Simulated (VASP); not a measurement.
Input of a VASP 6.6.1 run:

The input POSCAR:

```
CdH2O2
1.0
    3.4253442512      0.0000000000      0.0000000000
   -1.7126721256      2.9664353100      0.0000000000
    0.0000000000      0.0000000000      4.5238753535
Cd H O
1 2 2
Direct
    0.0000000000      0.0000000000      0.0000000000
    0.6666666667      0.3333333333      0.5509610000
    0.3333333333      0.6666666667      0.4490390000
    0.6666666667      0.3333333333      0.7593720000
    0.3333333333      0.6666666667      0.2406280000
```

INCAR.step1

```
SYSTEM = CdH2O2
  ALGO = Normal
  EDIFF = 1E-4
  ENCUT = 520
  GGA = PE
  ISMEAR = 0
  LASPH = .True.
  LCHARG = .False.
  LREAL = .False.
  LWAVE = .True.
  NBANDS = 21
  NELM = 100
  PREC = Accurate
  SIGMA = 0.01
```

The input INCAR.step2:

```
SYSTEM = CdH2O2
  ALGO = Normal
  EDIFF = 1E-7
  ENCUT = 520
  ISIF = 2
  ISMEAR = 0
  ISTART = 1
  LASPH = .True.
  LCHARG = .False.
  LMIXTAU = .True.
  LREAL = .False.
  LWAVE = .False.
  METAGGA = R2SCAN
  NBANDS = 21
  NELM = 100
  PREC = Accurate
  SIGMA = 0.01
```

File KPOINTS:

```
k-points
0
Gamma
  6 6 4
  0 0 0
```

Potentials or basis: VASP PAW PBE potentials, release 64 (Cd, H, O).

Run with:

```sh
$ cat potpaw_PBE.64/Cd/POTCAR potpaw_PBE.64/H/POTCAR potpaw_PBE.64/O/POTCAR > POTCAR
$ cp INCAR.step1 INCAR
$ mpirun -np 1 vasp_std > vasp.out
$ cp INCAR.step2 INCAR
$ mpirun -np 1 vasp_std > vasp.out
```

Q: What does it give for the largest force?

A: 1.320 eV/Å.

Q: Predict the pressure.

A: 11.4 GPa.

Q: What does it give for the band gap on the k mesh?

A: 2.47 eV (least direct gap 2.83 eV).

Stress tensor (GPa, compression positive):
```
 9.59  0.00  0.00
 0.00  9.59  0.00
 0.00  0.00 15.05
```

Caveat: the stress differs along the axes, from 10 to 15 GPa; the PAW data sets were made with another functional, which shifts forces and pressure a little. A k mesh can miss the band edges.
